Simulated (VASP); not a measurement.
Here is a VASP 6.6.1 calculation.

Contents of POSCAR:

```
ZnS
1.0
    3.8086695731     -0.0001613202      0.0000000000
   -1.9044744939      3.2985227429      0.0000000000
    0.0000000000      0.0000000000     12.4655427707
Zn S
4 4
Direct
   -0.0000446769      0.0000265501      0.0001070418
    0.0000446769     -0.0000265501      0.5001070418
    0.3329937244      0.6666503271      0.2500694517
    0.6670062756      0.3333496729      0.7500694517
   -0.0002945330     -0.0000111786      0.1872415674
    0.0002945330      0.0000111786      0.6872415674
    0.3333372011      0.6666384295      0.4375819390
    0.6666627989      0.3333615705      0.9375819390
```

Contents of INCAR.step1:

```
  PREC = Accurate
  ENCUT = 520
  ISMEAR = 0
  SIGMA = 0.05
  LREAL = False
  LASPH = True
  NELM = 60
  NBANDS = 46
  GGA = PE
  ALGO = Normal
  EDIFF = 1E-4
  LWAVE = True
  LCHARG = False
```

INCAR.step2

```
  PREC = Accurate
  ENCUT = 520
  EDIFF = 1E-7
  ISMEAR = 0
  SIGMA = 0.05
  LREAL = False
  LASPH = True
  NELM = 60
  ALGO = Normal
  ISIF = 2
  LWAVE = False
  LCHARG = False
  METAGGA = R2SCAN
  LMIXTAU = True
  NBANDS = 46
  ISTART = 1
```

The input KPOINTS:

```
regular mesh
0
Gamma
  6 6 2
```

Potentials or basis: VASP PAW PBE potentials, release 64 (Zn, S).

Run with:

```sh
$ cat potpaw_PBE.64/Zn/POTCAR potpaw_PBE.64/S/POTCAR > POTCAR
$ cp INCAR.step1 INCAR
$ mpirun -np 1 vasp_std > vasp.out
$ cp INCAR.step2 INCAR
$ mpirun -np 1 vasp_std > vasp.out
```

Problem. Estimate the band gap on the k mesh.

Solution. 2.75 eV.

Problem. Estimate the pressure.

Solution. 0.0 GPa.

Problem. Estimate the largest force.

Solution. 0.009 eV/Å.

Forces in eV/Å, atoms in the order of the input:
```
Zn   0.000  0.000 -0.006
Zn   0.000  0.000 -0.006
Zn  -0.003  0.000 -0.008
Zn   0.003  0.000 -0.008
S    0.001  0.000  0.007
S   -0.001  0.000  0.007
S    0.000  0.000  0.007
S    0.000  0.000  0.007
```

Caveat: the cell differs from its parent crystal (then relaxed in part); the PAW data sets were made with another functional, which shifts forces and pressure a little.
